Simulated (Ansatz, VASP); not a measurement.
**One calculation of Si2W, two programs**

Contents of INCAR:

```
SYSTEM = Si2W
ALGO = Normal ; EDIFF = 1E-6
EDIFFG = -0.01 ; ENCUT = 600
GGA = PE ; IBRION = 2
ISIF = 3 ; ISMEAR = 0
LASPH = .TRUE. ; LCHARG = .FALSE.
LREAL = .FALSE. ; LWAVE = .FALSE.
NELM = 100 ; NSW = 100
PREC = Accurate ; SIGMA = 0.1
```

The input KPOINTS:

```
k-points
0
G
  12 12 6
  0 0 0
```

POSCAR

```
Si2W
1.0
    4.6159028402      0.0000000000      0.0000000000
   -2.3079514201      3.9974891210      0.0000000000
    0.0000000000      0.0000000000      6.6414669980
Si W
6 3
Direct
    0.1637521898      0.3275043796      0.0000000000
    0.6724956204      0.8362478102      0.3333333333
    0.1637521898      0.8362478102      0.6666666667
    0.3275043796      0.1637521898      0.3333333333
    0.8362478102      0.6724956204      0.0000000000
    0.8362478102      0.1637521898      0.6666666667
    0.5000000000      0.0000000000      0.0000000000
    0.0000000000      0.5000000000      0.3333333333
    0.5000000000      0.5000000000      0.6666666667
```

Input for Ansatz:

```yaml
crystal:
  lattice:
    - [4.6159028402, 0.0, 0.0]
    - [-2.3079514201, 3.997489121, 0.0]
    - [0.0, 0.0, 6.641466998]
  atoms:
    - { symbol: Si, position: [0.1637521898, 0.3275043796, 0.0] }
    - { symbol: Si, position: [0.6724956204, 0.8362478102, 0.3333333333] }
    - { symbol: Si, position: [0.1637521898, 0.8362478102, 0.6666666667] }
    - { symbol: Si, position: [0.3275043796, 0.1637521898, 0.3333333333] }
    - { symbol: Si, position: [0.8362478102, 0.6724956204, 0.0] }
    - { symbol: Si, position: [0.8362478102, 0.1637521898, 0.6666666667] }
    - { symbol: W, position: [0.5, 0.0, 0.0] }
    - { symbol: W, position: [0.0, 0.5, 0.3333333333] }
    - { symbol: W, position: [0.5, 0.5, 0.6666666667] }
basis:
  ecutwfc: 420
kpoints:
  mp_grid: { grid: [12, 12, 6] }
hamiltonian:
  xc: pbe
scf:
  occupations: { method: gaussian, width: 0.1 }
output:
  forces: true
  stress: true
  eigenvalues: true
relax:
  adjacent_minimum: "off"
  f_tol: 0.01
  max_steps: 80
  cell: { stress_tol: 0.05 }
```

Alike in both runs: task relaxation of cell and atoms; functional PBE; k mesh 12 × 12 × 6; occupations gaussian, width 0.1 eV; no spin polarisation.

|  | VASP | Ansatz |
| --- | --- | --- |
| version | VASP 6.6.1 | Ansatz 0.2.0 |
| potentials or method | VASP PAW PBE potentials, release 64 (Si, W_sv), cutoff 600 eV | scalar-relativistic, plane waves, PAW |
| valence electrons in the cell | 66 | 66 |

|  | VASP | Ansatz | Ansatz less VASP |
| --- | --- | --- | --- |
| gap on the k mesh at the Fermi level, each at its own relaxed structure (eV) | 0.01 | 0.01 | +0.001 |
| relaxed volume (Å³/atom) | 13.63 | 13.62 | -0.011 |
| relaxed length of the cell vector where the two differ most in proportion (Å) | 4.616 | 4.615 | -0.0016 |

Spin-orbit coupling is off throughout.
